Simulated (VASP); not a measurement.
A run of VASP 6.6.1 is set up as follows.

File INCAR:

```
  ALGO = Normal
  EDIFF = 1E-7
  EDIFFG = -0.01
  ENCUT = 450
  GGA_COMPAT = False
  IBRION = 2
  ISIF = 2
  ISMEAR = -1
  LASPH = True
  LCHARG = False
  LREAL = False
  LWAVE = False
  NELM = 120
  NELMIN = 4
  NSW = 80
  PREC = Accurate
  SIGMA = 0.05
```

Contents of KPOINTS:

```
k-points
0
Gamma
  4 4 4
```

Contents of POSCAR:

```
B6Pb
1.0
    4.2218100000      0.0000000000      0.0000000000
    0.0000000000      4.2218100000      0.0000000000
    0.0000000000      0.0000000000      4.2218100000
B Pb
6 1
Direct
    0.2030000000      0.5000000000      0.5000000000
    0.5000000000      0.5000000000      0.7970000000
    0.5000000000      0.5000000000      0.2030000000
    0.5000000000      0.2030000000      0.5000000000
    0.5000000000      0.7970000000      0.5000000000
    0.7970000000      0.5000000000      0.5000000000
    0.0000000000      0.0000000000      0.0000000000
```

Potentials or basis: VASP PAW LDA potentials, release 64 (B, Pb_d).

Run with:

```console
$ cat potpaw_LDA.64/B/POTCAR potpaw_LDA.64/Pb_d/POTCAR > POTCAR
$ mpirun -np 1 vasp_std > vasp.out
```

(1) Estimate the band gap on the k mesh.

(2) Predict the energy gained by relaxing.

Answers

(1) 0.86 eV (least direct gap 1.38 eV).

(2) 0.5 meV/atom.

Caveat: spin-orbit coupling is left out, which moves the levels of the heavy elements.
